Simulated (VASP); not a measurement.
# HfTi3O8 (Cmmm) in VASP: single point with PBE

Aim: the single point of HfTi3O8 with PBE.

Program: VASP 6.6.1. These are calculated values, not measurements. Logs are shortened: lines on timing, memory, paths and dates and some standing lists are left out, and cuts for length are marked.

## Step 1: The cell of the first run

It takes space group Cmmm (No. 65, orthorhombic). Conventional cell: a = 6.560 Å, b = 6.607 Å, c = 6.053 Å, α = 90.00°, β = 90.00°, γ = 90.00°. Within 2.6 Å of Ti (site symmetry mm2) lie 6 O at 1.96 to 1.98 Å. Within 2.6 Å of Ti (site symmetry mmm) lie 6 O at 1.94 to 2.02 Å. Hf (site symmetry mmm) has 6 O at 2.06 to 2.07 Å within 2.7 Å. Within 3.0 Å of O (site symmetry m) lie 2 Ti at 1.94 to 1.97 Å and 1 Hf at 2.06 Å and 10 O at 2.62 to 2.92 Å. Within 2.6 Å of O (site symmetry m2m) lie 2 Ti at 1.98 Å and 1 Hf at 2.07 Å and 1 O at 2.47 Å. O (site symmetry m2m) has 3 Ti at 1.96 to 2.02 Å and 1 O at 2.57 Å within 2.6 Å.

## Step 2: Single point, PBE, non-collinear spin, zero start, spin-orbit coupling

INCAR reads:

```
PREC = Accurate ; ENCUT = 520
EDIFF = 1E-7 ; ISMEAR = 0
SIGMA = 0.01 ; LREAL = False
LASPH = True ; NELM = 150
ALGO = Normal ; ISIF = 2
LWAVE = False ; LCHARG = True
MAGMOM = 0 0 0 0 0 0 0 0 0 0 0 0 0 0 0 0 0 0 0 0 0 0 0 0 0 0 0 0 0 0 0 0 0 0 0 0 ; LORBIT = 11
LSORBIT = True ; GGA_COMPAT = False
LORBMOM = True ; LMAXMIX = 4
GGA = PE ; LVHAR = True
NBANDS = 116 ; KPAR = 8
```

KPOINTS reads:

```
regular mesh
0
Gamma
  6 6 4
```

POSCAR reads:

```
HfTi3O8
1.0
    3.2798867980     -3.3033058383      0.0000000000
    3.2798867980      3.3033058383      0.0000000000
    0.0000000000      0.0000000000      6.0534623837
Ti Hf O
3 1 8
Direct
    0.5000000000      0.5000000000      0.2553700898
    0.5000000000      0.5000000000      0.7446299102
    0.0000000000      0.0000000000      0.5000000000
    0.0000000000      0.0000000000      0.0000000000
    0.1998449373      0.1998449373      0.2634434675
    0.8001550627      0.8001550627      0.2634434675
    0.6867176153      0.3132823847      0.0000000000
    0.3132823847      0.6867176153      0.0000000000
    0.1998449373      0.1998449373      0.7365565325
    0.8001550627      0.8001550627      0.7365565325
    0.6946327173      0.3053672827      0.5000000000
    0.3053672827      0.6946327173      0.5000000000
```

Potentials or basis: VASP PAW PBE potentials, release 64 (Ti_sv, Hf_pv, O).

Launch:

```bash
$ cat potpaw_PBE.64/Ti_sv/POTCAR potpaw_PBE.64/Hf_pv/POTCAR potpaw_PBE.64/O/POTCAR > POTCAR
$ mpirun -np 8 vasp_ncl > vasp.out
```

OUTCAR:

```text
PREC = Accurate
   ENCUT = 520
   EDIFF = 1E-7
   ISMEAR = 0
   LREAL = False
   LASPH = True
   NELM = 150
   ISIF = 2
   LORBIT = 11
   LSORBIT = True
   GGA = PE

 ion  position               nearest neighbor table
   1  0.500  0.500  0.255-  11 1.96  12 1.96   5 1.97   6 1.97   7 1.98   8 1.98
   2  0.500  0.500  0.745-  11 1.96  12 1.96   9 1.97  10 1.97   7 1.98   8 1.98
   3  0.000  0.000  0.500-   5 1.94   6 1.94   9 1.94  10 1.94  11 2.02  12 2.02   4 3.03   4 3.03

   4  0.000  0.000  0.000-   5 2.06   6 2.06   9 2.06  10 2.06   7 2.07   8 2.07   3 3.03   3 3.03

   5  0.200  0.200  0.263-   3 1.94   1 1.97   4 2.06
   6  0.800  0.800  0.263-   3 1.94   1 1.97   4 2.06
   7  0.687  0.313  0.000-   1 1.98   2 1.98   4 2.07
   8  0.313  0.687  0.000-   1 1.98   2 1.98   4 2.07
   9  0.200  0.200  0.737-   3 1.94   2 1.97   4 2.06
  10  0.800  0.800  0.737-   3 1.94   2 1.97   4 2.06
  11  0.695  0.305  0.500-   1 1.96   2 1.96   3 2.02
  12  0.305  0.695  0.500-   1 1.96   2 1.96   3 2.02

  LATTYP: Found a base centered orthorhombic cell.
 ALAT       =     6.5597735960
 B/A-ratio  =     1.0071401977
 C/A-ratio  =     0.9228157489

  Lattice vectors:

 A1 = (   3.2798867980,  -3.3033058383,   0.0000000000)
 A2 = (   3.2798867980,   3.3033058383,   0.0000000000)
 A3 = (   0.0000000000,   0.0000000000,   6.0534623837)

Analysis of symmetry for initial positions (statically):
=====================================================================
 Subroutine PRICEL returns:
 Original cell was already a primitive cell.

 Routine SETGRP: Setting up the symmetry group for a
 base centered orthorhombic supercell.

 Subroutine GETGRP returns: Found  8 space group operations
 (whereof  8 operations were pure point group operations)
 out of a pool of  8 trial point group operations.

The static configuration has the point symmetry D_2h.

Analysis of symmetry for dynamics (positions and initial velocities):
=====================================================================
 Subroutine PRICEL returns:
 Original cell was already a primitive cell.

 Routine SETGRP: Setting up the symmetry group for a
 base centered orthorhombic supercell.

 Subroutine GETGRP returns: Found  8 space group operations
 (whereof  8 operations were pure point group operations)
 out of a pool of  8 trial point group operations.

The dynamic configuration has the point symmetry D_2h.

Analysis of structural, dynamic, and magnetic symmetry:
=====================================================================
 Subroutine PRICEL returns:
 Original cell was already a primitive cell.

 Routine SETGRP: Setting up the symmetry group for a
 base centered orthorhombic supercell.

 Subroutine GETGRP returns: Found  8 space group operations
 (whereof  8 operations were pure point group operations)
 out of a pool of  8 trial point group operations.

The overall configuration has the point symmetry D_2h.

 Subroutine INISYM returns: Found  8 space group operations
 (whereof  8 operations are pure point group operations),
 and found     1 'primitive' translations

----------------------------------------------------------------------------------------

                                     Primitive cell

  volume of cell :     131.1721

  direct lattice vectors                    reciprocal lattice vectors
     3.279886798 -3.303305838  0.000000000     0.152444286 -0.151363520  0.000000000
     3.279886798  3.303305838  0.000000000     0.152444286  0.151363520  0.000000000
     0.000000000  0.000000000  6.053462384     0.000000000  0.000000000  0.165194716

  length of vectors
     4.655049610  4.655049610  6.053462384     0.214825919  0.214825919  0.165194716

  position of ions in fractional coordinates (direct lattice)
     0.500000000  0.500000000  0.255370090
     0.500000000  0.500000000  0.744629910
     0.000000000  0.000000000  0.500000000
     0.000000000  0.000000000  0.000000000
     0.199844937  0.199844937  0.263443467
     0.800155063  0.800155063  0.263443467
     0.686717615  0.313282385  0.000000000
     0.313282385  0.686717615  0.000000000
     0.199844937  0.199844937  0.736556533
     0.800155063  0.800155063  0.736556533
     0.694632717  0.305367283  0.500000000
     0.305367283  0.694632717  0.500000000

  ion indices of the primitive-cell ions
   primitive index   ion index
                 1           1
                 2           2
                 3           3
                 4           4
                 5           5
                 6           6
                 7           7
                 8           8
[... 2785 lines left out ...]
      5.24884      0.00000      4.45872         0.032014      0.000000      0.094106
      3.27989     -1.28586      3.02673         0.000000     -0.067197      0.000000
      3.27989      1.28586      3.02673         0.000000      0.067197      0.000000
 -----------------------------------------------------------------------------------
    total drift:                                0.000000      0.000000      0.000000

  FREE ENERGIE OF THE ION-ELECTRON SYSTEM (eV)
  ---------------------------------------------------
  free  energy   TOTEN  =      -111.3559328957 eV

  energy  without entropy=     -111.3559328957  energy(sigma->0) =     -111.35593290

 orbital moment (x)

 # of ion     p       d       tot
 ----------------------------------------
  1         0.000  -0.000  -0.000
  2         0.000   0.000   0.000
  3         0.000   0.000   0.000
  4         0.000   0.000   0.000
  5        -0.000   0.000  -0.000
  6         0.000   0.000   0.000
  7        -0.000   0.000  -0.000
  8        -0.000   0.000  -0.000
  9         0.000   0.000   0.000
 10        -0.000   0.000  -0.000
 11         0.000   0.000   0.000
 12         0.000   0.000   0.000
 ----------------------------------------
           -0.000   0.000  -0.000

 orbital moment (y)

 # of ion     p       d       tot
 ----------------------------------------
  1         0.000  -0.000  -0.000
  2         0.000  -0.000  -0.000
  3         0.000   0.000   0.000
  4         0.000   0.000   0.000
  5        -0.000   0.000  -0.000
  6         0.000   0.000   0.000
  7         0.000   0.000   0.000
  8         0.000   0.000   0.000
  9         0.000   0.000   0.000
 10        -0.000   0.000  -0.000
 11         0.000   0.000   0.000
 12         0.000   0.000   0.000
 ----------------------------------------
            0.000  -0.000   0.000

 orbital moment (z)

 # of ion     p       d       tot
 ----------------------------------------
  1         0.000   0.000   0.000
  2         0.000   0.000   0.000
  3         0.000   0.000   0.000
  4         0.000   0.000   0.000
  5         0.000   0.000   0.000
  6         0.000   0.000   0.000
  7         0.000   0.000   0.000
  8         0.000   0.000   0.000
  9         0.000   0.000   0.000
 10         0.000   0.000   0.000
 11         0.000   0.000   0.000
 12        -0.000   0.000  -0.000
 ----------------------------------------
            0.000   0.000   0.000

 Spin-Orbit-Coupling matrix elements

 Ion:    1  E_soc:     -0.0098626
 l=   1
     0.0000000    -0.0015962    -0.0016015
    -0.0015962     0.0000000    -0.0015933
    -0.0016015    -0.0015933     0.0000000
 l=   2
     0.0000000    -0.0000142     0.0000000    -0.0000070    -0.0000354
    -0.0000142     0.0000000    -0.0000280    -0.0000107    -0.0000095
     0.0000000    -0.0000280     0.0000000    -0.0000197     0.0000000
    -0.0000070    -0.0000107    -0.0000197     0.0000000    -0.0000157
    -0.0000354    -0.0000095     0.0000000    -0.0000157     0.0000000
 l=   3
     0.0000000     0.0000000     0.0000000     0.0000000     0.0000000     0.0000000     0.0000000
     0.0000000     0.0000000     0.0000000     0.0000000     0.0000000     0.0000000     0.0000000
     0.0000000     0.0000000     0.0000000     0.0000000     0.0000000     0.0000000     0.0000000
     0.0000000     0.0000000     0.0000000     0.0000000     0.0000000     0.0000000     0.0000000
[... 209 lines left out ...]
 l=   2
     0.0000000     0.0000000     0.0000000     0.0000000     0.0000000
     0.0000000     0.0000000     0.0000000     0.0000000     0.0000000
     0.0000000     0.0000000     0.0000000     0.0000000     0.0000000
     0.0000000     0.0000000     0.0000000     0.0000000     0.0000000
     0.0000000     0.0000000     0.0000000     0.0000000     0.0000000
 l=   3
     0.0000000     0.0000000     0.0000000     0.0000000     0.0000000     0.0000000     0.0000000
     0.0000000     0.0000000     0.0000000     0.0000000     0.0000000     0.0000000     0.0000000
     0.0000000     0.0000000     0.0000000     0.0000000     0.0000000     0.0000000     0.0000000
     0.0000000     0.0000000     0.0000000     0.0000000     0.0000000     0.0000000     0.0000000
     0.0000000     0.0000000     0.0000000     0.0000000     0.0000000     0.0000000     0.0000000
     0.0000000     0.0000000     0.0000000     0.0000000     0.0000000     0.0000000     0.0000000
     0.0000000     0.0000000     0.0000000     0.0000000     0.0000000     0.0000000     0.0000000

 total charge

# of ion       s       p       d       tot
------------------------------------------
    1        2.217   6.289   1.691  10.197
    2        2.217   6.289   1.691  10.197
    3        2.220   6.299   1.711  10.230
    4        0.336   6.772   1.521   8.629
    5        1.570   3.522   0.000   5.092
    6        1.570   3.522   0.000   5.092
    7        1.568   3.517   0.000   5.086
    8        1.568   3.517   0.000   5.086
    9        1.570   3.522   0.000   5.092
   10        1.570   3.522   0.000   5.092
   11        1.571   3.487   0.000   5.058
   12        1.571   3.487   0.000   5.058
--------------------------------------------------
tot         19.551  53.745   6.614  79.910

 magnetization (x)

# of ion       s       p       d       tot
------------------------------------------
    1        0.000   0.000   0.000   0.000
    2        0.000   0.000   0.000   0.000
    3        0.000   0.000   0.000   0.000
    4        0.000   0.000   0.000   0.000
    5        0.000   0.000   0.000   0.000
    6        0.000   0.000   0.000   0.000
    7        0.000   0.000   0.000   0.000
    8        0.000   0.000   0.000   0.000
    9        0.000   0.000   0.000   0.000
   10        0.000   0.000   0.000   0.000
   11        0.000   0.000   0.000   0.000
   12        0.000   0.000   0.000   0.000
--------------------------------------------------
tot          0.000   0.000   0.000   0.000

 magnetization (y)

# of ion       s       p       d       tot
------------------------------------------
    1        0.000   0.000   0.000   0.000
    2        0.000   0.000   0.000   0.000
    3        0.000   0.000   0.000   0.000
    4        0.000   0.000   0.000   0.000
    5        0.000   0.000   0.000   0.000
    6       -0.000  -0.000   0.000  -0.000
    7        0.000   0.000   0.000   0.000
    8        0.000   0.000   0.000   0.000
    9       -0.000  -0.000   0.000  -0.000
   10        0.000   0.000   0.000   0.000
   11        0.000   0.000   0.000   0.000
   12        0.000   0.000   0.000   0.000
--------------------------------------------------
tot         -0.000   0.000   0.000  -0.000

 magnetization (z)

# of ion       s       p       d       tot
------------------------------------------
    1        0.000   0.000   0.000   0.000
    2        0.000   0.000   0.000   0.000
    3        0.000   0.000   0.000   0.000
    4        0.000  -0.000   0.000   0.000
    5        0.000   0.000   0.000   0.000
    6        0.000   0.000   0.000   0.000
    7        0.000   0.000   0.000   0.000
    8        0.000   0.000   0.000   0.000
    9        0.000   0.000   0.000   0.000
   10        0.000   0.000   0.000   0.000
   11        0.000   0.000   0.000   0.000
   12        0.000   0.000   0.000   0.000
--------------------------------------------------
tot          0.000  -0.000   0.000   0.000
```

Run time: 4.6 min. Hardware: 8 MPI ranks of Intel Xeon Platinum 8259CL at 2.50GHz (Skylake/Cascade Lake), shared host; peak memory 1.1 GiB.

What came out:

* Free energy: -111.3559 eV
* Pressure: 4.9 GPa
* Largest force: 0.196 eV/Å
* Net moment: 0.00 μB per cell
* Valence electrons inside the program's atomic spheres: Ti 10.20, 10.23 (each value once); Hf 8.63; O 5.09, 5.06 (each value once)

Forces on the atoms (eV/Å):
```
Ti   0.000  0.000 -0.016
Ti   0.000  0.000  0.016
Ti   0.000  0.000  0.000
Hf   0.000  0.000  0.000
O   -0.032  0.000 -0.094
O    0.032  0.000 -0.094
O    0.000 -0.196  0.000
O    0.000  0.196  0.000
O   -0.032  0.000  0.094
O    0.032  0.000  0.094
O    0.000 -0.067  0.000
O    0.000  0.067  0.000
```

Moments on the atoms (μB; x, y, z):
```
Ti  0.00 0.00 0.00
Ti  0.00 0.00 0.00
Ti  0.00 0.00 0.00
Hf  0.00 0.00 0.00
O   0.00 0.00 0.00
O   0.00 0.00 0.00
O   0.00 0.00 0.00
O   0.00 0.00 0.00
O   0.00 0.00 0.00
O   0.00 0.00 0.00
O   0.00 0.00 0.00
O   0.00 0.00 0.00
```

Caveat: the cell stands under pressure.
